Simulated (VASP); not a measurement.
A run of VASP 6.6.1:

INCAR

```
ALGO = Normal
DIPOL = 0.5 0.5 0.500
EDIFF = 1E-7
ENCUT = 520
GGA = PE
IDIPOL = 3
ISIF = 2
ISMEAR = 0
IVDW = 12
LASPH = True
LCHARG = False
LDIPOL = True
LREAL = False
LWAVE = False
NBANDS = 11
NELM = 60
PREC = Accurate
SIGMA = 0.1
```

File KPOINTS:

```
k-points
0
Gamma
  21 21 1
```

Contents of POSCAR:

```
C
1.0
    2.6140000000      0.0000000000      0.0000000000
   -1.3070000000      2.2637904055      0.0000000000
    0.0000000000      0.0000000000     26.0024170307
C
2
Direct
    0.6666666667      0.3333333333      0.5027497444
    0.3333333333      0.6666666667      0.4972502556
```

Potentials or basis: VASP PAW PBE potentials, release 64 (C).

Launch:

```sh
$ cat potpaw_PBE.64/C/POTCAR > POTCAR
$ mpirun -np 1 vasp_std > vasp.out
```

Hardware: 1 thread of Intel(R) Xeon(R) 6975P-C (Granite Rapids), on a shared host.

Task: How long does it take, and how much memory?

Result: Wall time 63 s on 1 thread of Intel(R) Xeon(R) 6975P-C (Granite Rapids) (shared host), peak memory 0.28 GiB. Counts: scf iterations 21, k points 48.
